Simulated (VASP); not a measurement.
A run of VASP 6.6.1 is set up as follows.

File POSCAR:

```
KBr
1.0
    0.0000000000      3.3022478201      3.4511791968
    3.3022478201      0.0000000000      3.4511791968
    3.3022478201      3.3022478201      0.0000000000
K Br
1 1
Direct
    0.0000000000      0.0000000000      0.0000000000
    0.5000000000      0.5000000000      0.5000000000
```

The input INCAR.step1:

```
  PREC = Accurate
  ENCUT = 520
  EDIFF = 1E-5
  ISMEAR = 0
  SIGMA = 0.01
  LREAL = False
  LASPH = True
  NELM = 80
  ALGO = Normal
  ISIF = 2
  LWAVE = True
  LCHARG = False
  NBANDS = 15
  GGA = PE
```

The input INCAR.step2:

```
  PREC = Accurate
  ENCUT = 520
  EDIFF = 1E-7
  ISMEAR = 0
  SIGMA = 0.01
  LREAL = False
  LASPH = True
  NELM = 80
  ALGO = Normal
  ISIF = 2
  LWAVE = False
  LCHARG = False
  GGA = PE
  LHFCALC = True
  HFSCREEN = 0.2079
  PRECFOCK = Normal
  NBANDS = 15
  ISTART = 1
```

Contents of KPOINTS:

```
Automatic mesh
0
Gamma
  4 4 4
```

Potentials or basis: VASP PAW PBE potentials, release 64 (K_sv, Br).

Command:

```sh
$ cat potpaw_PBE.64/K_sv/POTCAR potpaw_PBE.64/Br/POTCAR > POTCAR
$ cp INCAR.step1 INCAR
$ mpirun -np 1 vasp_std > vasp.out
$ cp INCAR.step2 INCAR
$ mpirun -np 1 vasp_std > vasp.out
```

Problem. Estimate the band gap on the k mesh.

Solution. 5.46 eV.

Problem. Estimate the pressure.

Solution. -0.1 GPa.

Stress tensor (GPa, compression positive):
```
 0.21  0.00  0.00
 0.00  0.21  0.00
 0.00  0.00 -0.81
```

Caveat: the cell differs from its parent crystal (uniaxial z strain +4.5%); the PAW data sets were made with another functional, which shifts forces and pressure a little.
